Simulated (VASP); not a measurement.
# Ga (Cmcm) in VASP: notebook, part 2 of 2

VASP 6.6.1.

**3. Single point, PBEsol**

This run uses another cell than the first one, of 17.93 Å³/atom.

Contents of INCAR:

```
SYSTEM = Ga
PREC = Accurate
ENCUT = 520
EDIFF = 1E-6
ISMEAR = -1
SIGMA = 0.05
LREAL = .False.
LASPH = .True.
NELM = 80
ALGO = Fast
ISIF = 2
LWAVE = .False.
LCHARG = .False.
GGA = PS
NBANDS = 20
```

Contents of KPOINTS:

```
Automatic mesh
0
Gamma
  10 10 8
  0 0 0
```

Contents of POSCAR:

```
Ga
1.0
    1.4106322758     -4.0125644663      0.0000000000
    1.4106322758      4.0125644663      0.0000000000
    0.0000000000      0.0000000000      3.1683695573
Ga
2
Direct
    0.1352003704      0.8647996296      0.7500000000
    0.8647996296      0.1352003704      0.2500000000
```

Potentials or basis: VASP PAW PBE potentials, release 64 (Ga_d).

Run with:

```bash
$ cat potpaw_PBE.64/Ga_d/POTCAR > POTCAR
$ mpirun -np 1 vasp_std > vasp.out
```

OUTCAR:

```text
SYSTEM = Ga
   PREC = Accurate
   ENCUT = 520
   EDIFF = 1E-6
   ISMEAR = -1
   LREAL = .False.
   LASPH = .True.
   NELM = 80
   ISIF = 2
   GGA = PS

 ion  position               nearest neighbor table
   1  0.135  0.865  0.750-   2 2.69   2 2.69   2 2.81   2 2.81   2 2.81   2 2.81
   2  0.865  0.135  0.250-   1 2.69   1 2.69   1 2.81   1 2.81   1 2.81   1 2.81

  LATTYP: Found a base centered orthorhombic cell.
 ALAT       =     2.8212645516
 B/A-ratio  =     2.8445148570
 C/A-ratio  =     1.1230317113

  Lattice vectors:

 A1 = (   1.4106322758,  -4.0125644663,   0.0000000000)
 A2 = (   1.4106322758,   4.0125644663,   0.0000000000)
 A3 = (   0.0000000000,   0.0000000000,   3.1683695573)

Analysis of symmetry for initial positions (statically):
=====================================================================
 Subroutine PRICEL returns:
 Original cell was already a primitive cell.

 Routine SETGRP: Setting up the symmetry group for a
 base centered orthorhombic supercell.

 Subroutine GETGRP returns: Found  8 space group operations
 (whereof  4 operations were pure point group operations)
 out of a pool of  8 trial point group operations.

The static configuration has the point symmetry C_2h.
 The point group associated with its full space group is D_2h.

Analysis of symmetry for dynamics (positions and initial velocities):
=====================================================================
 Subroutine PRICEL returns:
 Original cell was already a primitive cell.

 Routine SETGRP: Setting up the symmetry group for a
 base centered orthorhombic supercell.

 Subroutine GETGRP returns: Found  8 space group operations
[... 114 lines left out ...]
   PSTRESS=    0.0 pullay stress
   NELECT =      26.0000    total number of electrons
   NUPDOWN=      -1.0000    fix difference up-down
   EMIN   =  10.00;   EMAX   =-10.00  energy-range for DOS
   EFERMI =   0.00;   METHOD = LEGACY
   ISMEAR =    -1;   SIGMA  =   0.05  broadening in eV -4-tet -1-fermi 0-gaus
   EFERMI_NEDOS =   21; number of points for ismear=-14 and -15
   IALGO  =     68    algorithm
   IMIX   =      4    mixing-type and parameters
     AMIX     =   0.40;   BMIX     =  1.00
     AMIX_MAG =   1.60;   BMIX_MAG =  1.00
  volume/ion in A,a.u.               =      17.93       121.02
  Fermi-wavevector in a.u.,A,eV,Ry     =   1.470614  2.779058 29.425399  2.162706
  Thomas-Fermi vector in A             =   2.585850
   LORBIT       =      0    0 simple, 1 ext, 2 COOP (PROOUT), +10 PAW based schemes
   GGA     = PS    functional components
   LHFCALC =     F    Hartree Fock is set to
   AEXX    =    0.0000 exact exchange contribution
   IVDW    =     0    specifies the selected vdW correction
   LEPSILON=     F    determine dielectric tensor
   LRPA    =     F    only Hartree local field effects (RPA)
 non-spin polarized calculation
 RMM-DIIS sequential band-by-band and
  energy-cutoff  :      520.00
  volume of cell :       35.87
 maximum number of plane-waves:       992
   NGX = 15   NGY = 15   NGZ = 11

 number of electron      25.9999992 magnetization

 Free energy of the ion-electron system (eV)
  ---------------------------------------------------
  ext. energy  EPLUGINS =         0.00000000
  ---------------------------------------------------
  free energy    TOTEN  =        -6.69851696 eV

  energy without entropy =       -6.69492831  energy(sigma->0) =       -6.69672264

 E-fermi :   5.9010     XC(G=0): -11.3649

 val. band max:        5.8957893517   @ k =  -0.1000   0.1000   0.0000
 cond. band min:       5.9060084171   @ k =   0.4000   0.4000   0.2500
 fundamental gap:      0.0102190654
 Fermi energy:         5.9010130001

 k-point     1 :       0.0000    0.0000    0.0000
  band No.  band energies     occupation
      1      -9.3159      2.00000
      2      -9.2842      2.00000
      3      -9.2255      2.00000
      4      -9.2129      2.00000
      5      -8.9849      2.00000
      6      -8.9704      2.00000
[... 541 lines left out ...]
     19      15.6303      0.00000
     20      17.6307      0.00000

 [... further k-points ...]

------------------------ aborting loop because EDIFF is reached ----------------------------------------

  FORCE on cell =-STRESS in cart. coord.  units (eV):
  Direction    XX          YY          ZZ          XY          YZ          ZX
  --------------------------------------------------------------------------------------
  -------------------------------------------------------------------------------------
  Total        0.0032168      0.0058948      0.0022700      0.0000000     -0.0000000      0.0000000
  in kB        0.1436925      0.2633162      0.1014008      0.0000000     -0.0000000      0.0000000
  external PRESSURE =       0.1694698 kB  Pullay stress =       0.0000000 kB

 VOLUME and BASIS-vectors are now :
 -----------------------------------------------------------------------------
  energy-cutoff  :      520.00
  volume of cell :       35.87
      direct lattice vectors                 reciprocal lattice vectors
     1.410632276 -4.012564466  0.000000000     0.354450985 -0.124608590  0.000000000
     1.410632276  4.012564466  0.000000000     0.354450985  0.124608590  0.000000000
     0.000000000  0.000000000  3.168369557     0.000000000  0.000000000  0.315619748

 POSITION                                       TOTAL-FORCE (eV/Angst)
 -----------------------------------------------------------------------------------
      1.41063      2.92756      2.37628         0.000000      0.000925      0.000000
      1.41063     -2.92756      0.79209         0.000000     -0.000925      0.000000
 -----------------------------------------------------------------------------------
    total drift:                               -0.000000     -0.000000      0.000000

  FREE ENERGIE OF THE ION-ELECTRON SYSTEM (eV)
  ---------------------------------------------------
  free  energy   TOTEN  =        -6.6985169642 eV

  energy  without entropy=       -6.6949283085  energy(sigma->0) =       -6.69672264
```

OSZICAR:

```text
N       E                     dE             d eps       ncg     rms          rms(c)
DAV:   1     0.127937467850E+03    0.12794E+03   -0.13221E+04  6596   0.249E+03
DAV:   2     0.419430148797E+01   -0.12374E+03   -0.12055E+03  6456   0.378E+02
DAV:   3    -0.663342923621E+01   -0.10828E+02   -0.10775E+02  6968   0.932E+01
DAV:   4    -0.679144383817E+01   -0.15801E+00   -0.15792E+00  7112   0.124E+01
DAV:   5    -0.679419153070E+01   -0.27477E-02   -0.27476E-02  7056   0.159E+00    0.160E+00
RMM:   6    -0.671481718767E+01    0.79374E-01   -0.13437E-01  8248   0.446E+00    0.775E-01
RMM:   7    -0.670027356708E+01    0.14544E-01   -0.33984E-02  8662   0.178E+00    0.230E-01
RMM:   8    -0.669845755370E+01    0.18160E-02   -0.39715E-03  9047   0.600E-01    0.191E-02
RMM:   9    -0.669849824876E+01   -0.40695E-04   -0.62779E-04  9173   0.307E-01    0.123E-02
RMM:  10    -0.669851441110E+01   -0.16162E-04   -0.18764E-04 10340   0.128E-01    0.490E-03
RMM:  11    -0.669851688595E+01   -0.24748E-05   -0.18119E-05  8257   0.376E-02    0.212E-03
RMM:  12    -0.669851696416E+01   -0.78210E-07   -0.40482E-06  5533   0.212E-02
   1 F= -.66985170E+01 E0= -.66967226E+01  d E =-.358866E-02
```

Wall time 89 s (1 thread of Intel Xeon Platinum 8259CL at 2.50GHz (Skylake/Cascade Lake), shared host); peak memory 0.22 GiB.

What came out:

```
Free energy            : -6.6985 eV
Pressure               : 0.0 GPa
Band gap on the k mesh : zero (bands 13 and 14 overlap by 9.19 eV)
```

Caveat: the PAW data sets were made with another functional, which shifts forces and pressure a little.
